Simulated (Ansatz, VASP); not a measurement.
# SiC: VASP beside Ansatz

```
Si C
1.0
     0.00000    2.17805    2.17805
     2.17805    0.00000    2.17805
     2.17805    2.17805    0.00000
Si C
1 1
Direct
  0.00000 0.00000 0.00000
  0.25000 0.25000 0.25000
```

Alike in both runs: task single point; functional r2SCAN; k mesh 8 × 8 × 8; no spin polarisation.

|  | VASP | Ansatz |
| --- | --- | --- |
| version | VASP 6.6.1 | Ansatz 0.2.0 |
| potentials or method | VASP PAW PBE potentials, release 64 (Si, C) | plane waves, PAW |
| plane-wave cutoff (eV) | 660 | 500 |
| occupations | gaussian, width 0.01 eV | fixed |
| valence electrons in the cell | 8 | 8 |

Ansatz gave:

- gap on the k mesh at the Fermi level (eV): 1.71
- pressure (GPa): 0.0

Question: Which values does VASP return?

Answer: gap on the k mesh at the Fermi level (eV): 1.73; pressure (GPa): -0.4.

VASP's potentials were made for PBE, not for r2SCAN.
